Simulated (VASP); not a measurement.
HfO2: vibrations by perturbation theory with PBE

The system is HfO2.

```
Hf O
1.0
     0.00000    2.54850    2.54850
     2.54850    0.00000    2.54850
     2.54850    2.54850    0.00000
Hf O
1 2
Direct
  0.00000 0.00000 0.00000
  0.25000 0.25000 0.25000
  0.75000 0.75000 0.75000
```

```json
{
 "Program": "VASP 6.6.1",
 "Task": "vibrations by perturbation theory",
 "Functional": "PBE",
 "Potentials or basis": "VASP PAW PBE potentials, release 64 (Hf_pv, O)",
 "Cutoff": "520 eV",
 "k mesh": "8 × 8 × 8",
 "Occupations": "gaussian, width 0.01 eV",
 "Spin": "no spin polarisation",
 "Dipole correction": "no",
 "Further INCAR settings": "ALGO = Normal; EDIFF = 1e-08; IBRION = 8; NSW = 1"
}
```

| Item | Value |
| --- | --- |
| Electronic dielectric tensor (diagonal) | 5.26 |
| Born charges (mean of the diagonal) | Hf +5.51; O -2.76 e |
| Highest phonon frequency at Γ, LO-TO splitting left out | 559 cm⁻¹ |

Phonon frequencies in cm⁻¹ (negative: imaginary):
```
              q point                    frequencies
(0.000, 0.000, 0.000)  0 0 0 209 209 209 559 559 559
```

Electronic dielectric tensor:
```
5.26 0.00 0.00
0.00 5.26 0.00
0.00 0.00 5.26
```

Born effective charge tensors (e):
atom 1, Hf
```
5.51 0.00 0.00
0.00 5.51 0.00
0.00 0.00 5.51
```
atom 2, O
```
-2.76  0.00  0.00
 0.00 -2.76  0.00
 0.00  0.00 -2.76
```
atom 3, O
```
-2.76  0.00  0.00
 0.00 -2.76  0.00
 0.00  0.00 -2.76
```

Wall time 4.3 min on 1 thread of Intel(R) Xeon(R) Platinum 8375C CPU @ 2.90GHz (Ice Lake), with other jobs on the host, peak memory 0.29 GiB.

Caveat: the cell wasn't relaxed at this level first, which shifts response properties.
